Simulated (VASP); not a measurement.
Set up this calculation in VASP 6.6.1, as the native input.

- Task: single point
- Functional: PBEsol
- Potentials or basis: VASP PAW PBE potentials, release 64 (Mg, O)
- Cutoff: 520 eV
- k mesh: 10 × 10 × 10
- Occupations: gaussian, width 0.01 eV
- Spin: no spin polarisation
- Dipole correction: no
- Further INCAR settings: ALGO = Normal; EDIFF = 1e-07; NBANDS = 11

The structure of MgO lies in POSCAR:

```
MgO
1.0
    0.0000000000      2.1210399572      2.1210399572
    2.1210399572      0.0000000000      2.1210399572
    2.1210399572      2.1210399572      0.0000000000
Mg O
1 1
Direct
    0.0000000000      0.0000000000      0.0000000000
    0.5000000000      0.5000000000      0.5000000000
```

This cell differs from its parent crystal: volume scaled by 1.02.

These files were run (other wordings do the same):

INCAR

```
SYSTEM = MgO
  PREC = Accurate
  ENCUT = 520
  EDIFF = 1E-7
  ISMEAR = 0
  SIGMA = 0.01
  LREAL = .FALSE.
  LASPH = .TRUE.
  NELM = 60
  ALGO = Normal
  ISIF = 2
  LWAVE = .FALSE.
  LCHARG = .FALSE.
  GGA = PS
  NBANDS = 11
```

KPOINTS

```
Automatic mesh
0
G
  10 10 10
  0 0 0
```

Potentials or basis: VASP PAW PBE potentials, release 64 (Mg, O).

Run with:

```console
$ cat potpaw_PBE.64/Mg/POTCAR potpaw_PBE.64/O/POTCAR > POTCAR
$ mpirun -np 1 vasp_std > vasp.out
```

It gave:

- Pressure: -3.5 GPa
- Band gap on the k mesh: 4.43 eV, direct

Caveat: the PAW data sets were made with another functional, which shifts forces and pressure a little.

It took 6.1 s on 1 thread of AMD EPYC 9R45 96-Core Processor (Zen 5), on a shared host, peak memory 0.11 GiB.
